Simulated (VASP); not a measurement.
Crystal: Sr.

```
Sr
1.0
     4.06713   -2.68806    0.00000
     4.06713    2.68806    0.00000
     0.00000    0.00000   10.96527
Sr
4
Cartesian
  4.0671 -1.8816 1.2829
  4.0671 -0.8064 6.7656
  4.0671 1.8816 9.6823
  4.0671 0.8064 4.1997
```

* Program: VASP 6.6.1
* Task: relaxation of cell and atoms
* Functional: PBEsol
* Potentials or basis: VASP PAW PBE potentials, release 64 (Sr_sv)
* Cutoff: 600 eV
* k mesh: 4 × 4 × 2
* Occupations: gaussian, width 0.1 eV
* Spin: no spin polarisation

At the start: pressure -0.4 GPa; volume 59.94 Å³/atom.

Problem. How do energy, volume and symmetry change on relaxing?

Solution. Over 21 steps the energy falls by 661.4 meV/atom and the volume is 52.22 Å³/atom (-12.9 %); space group Cmce (No. 64, to 0.1 Å) before, Fmmm (No. 69, to 0.1 Å).

Step by step:
```
step  energy change (eV)  largest force (eV/Å)  pressure (GPa)  volume (Å³)
   1              0.0000                1.8369           -0.36       239.76
   2             -1.3967                0.9297           -0.67       233.51
   3             -2.2195                0.3556           -0.58       223.19
   4             -1.6848                0.3530            1.97       191.84
   5             -2.3358                0.2545           -0.02       212.74
   6             -2.3509                0.2517           -0.20       215.61
   7             -2.3500                0.2532           -0.24       216.31
   8             -2.3717                0.2584           -0.09       212.87
   9             -2.4154                0.2665            0.45       202.74
  10             -2.3727                0.2548            2.00       183.31
  11             -2.4222                0.2675            0.82       197.16
  12             -2.4342                0.2606            0.80       197.26
  13             -2.4681                0.2411            0.76       197.57
  14             -2.5245                0.2144            0.69       198.14
  15             -2.5789                0.2592            0.66       199.15
  16             -2.6115                0.1944            0.17       206.24
  17             -2.6208                0.1445           -0.21       212.79
  18             -2.6307                0.1074           -0.16       211.71
  19             -2.6444                0.0412            0.03       208.44
  20             -2.6444                0.0446            0.04       208.27
  21             -2.6457                0.0389            0.00       208.90
```

Final structure:
```
Sr
1.0
     2.95926   -2.90843    0.00000
     2.95926    2.90843    0.00000
     0.00000    0.00000   12.13560
Sr
4
Direct
  0.75452 0.24548 0.12571
  0.74548 0.25452 0.62571
  0.24548 0.75452 0.87429
  0.25452 0.74548 0.37429
```

Caveat: the PAW data sets were made with another functional, which shifts forces and pressure a little.
